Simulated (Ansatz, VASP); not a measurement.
## GdO: VASP beside Ansatz

```
CELL_PARAMETERS angstrom
0.00000 2.70000 2.70000
2.70000 0.00000 2.70000
2.70000 2.70000 0.00000
ATOMIC_POSITIONS crystal
Gd 0.00000 0.00000 0.00000
O 0.25000 0.25000 0.25000
```

Alike in both runs: functional PBE-based screened hybrid with a share of 0.25 of exact exchange and HFSCREEN = 0.3; k mesh 5 × 5 × 5; occupations fermi-dirac, width 0.05 eV; collinear spin.

```csv
,VASP,Ansatz
version,VASP 6.6.1,Ansatz 0.2.0
potentials or method,"VASP PAW PBE potentials, release 64 (Gd, O)",Ansatz PAW
plane-wave cutoff (eV),520,420
valence electrons in the cell,24,24
task,single point,band structure
```

```csv
,VASP,Ansatz,Ansatz less VASP
gap on the k mesh at the Fermi level (eV),none,none,-
pressure (GPa),-2.1,-2.2,-0.04
net moment per atom (μB),3.99,3.99,-0.001
size of the moment on the site where the two differ most (μB),7.07,7.03,-0.039
```

VASP's potentials were made for PBE, not for PBE-based screened hybrid. Site moments also hang on the region over which each program counts them. A gap of «none» marks a metal or a gap that the smearing closes. With one functional, cell and mesh, what is left measures potentials, basis and numerics.

The k mesh is coarse, so the values compare programs but aren't converged. Spin-orbit coupling is off throughout. Noted on Ansatz's run: the magnetic or orbital state may not be the lowest.
